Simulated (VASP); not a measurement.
Set up this calculation in VASP 6.6.1, as the native input.

| Item | Value |
| --- | --- |
| Task | single point |
| Functional | PBE |
| Potentials or basis | VASP PAW PBE potentials, release 64 (Na_pv, Ga_d, B) |
| Cutoff | 520 eV |
| k mesh | 6 × 6 × 6 |
| Occupations | gaussian, width 0.1 eV |
| Spin | no spin polarisation |
| Dipole correction | no |
| Further INCAR settings | ALGO = Fast; EDIFF = 1e-06; NBANDS = 18 |

The structure of NaGaB lies in POSCAR:

```
NaGaB
1.0
    4.0389250300      0.0000000000      0.0000000000
   -2.0194625100      3.4978116800      0.0000000000
    0.0000000000      0.0000000000      3.2534744500
Na Ga B
1 1 1
Direct
    0.6666666700      0.3333333300      0.0000000000
    0.3333333300      0.6666666700      0.0000000000
    0.0000000000      0.0000000000      0.5000000000
```

One way to write it, as run:

INCAR

```
SYSTEM = NaGaB
PREC = Accurate
ENCUT = 520
EDIFF = 1E-6
ISMEAR = 0
SIGMA = 0.1
LREAL = .FALSE.
LASPH = .TRUE.
NELM = 60
ALGO = Fast
ISIF = 2
LWAVE = .FALSE.
LCHARG = .FALSE.
GGA = PE
NBANDS = 18
```

KPOINTS

```
Automatic mesh
0
G
  6 6 6
  0 0 0
```

Potentials or basis: VASP PAW PBE potentials, release 64 (Na_pv, Ga_d, B).

The run is started by

```console
$ cat potpaw_PBE.64/Na_pv/POTCAR potpaw_PBE.64/Ga_d/POTCAR potpaw_PBE.64/B/POTCAR > POTCAR
$ mpirun -np 1 vasp_std > vasp.out
```

Results of the run:

* Pressure: 8.3 GPa

It took 17 s on 1 thread of Intel(R) Xeon(R) Platinum 8488C (Sapphire Rapids), with other jobs on the host, peak memory 0.16 GiB.
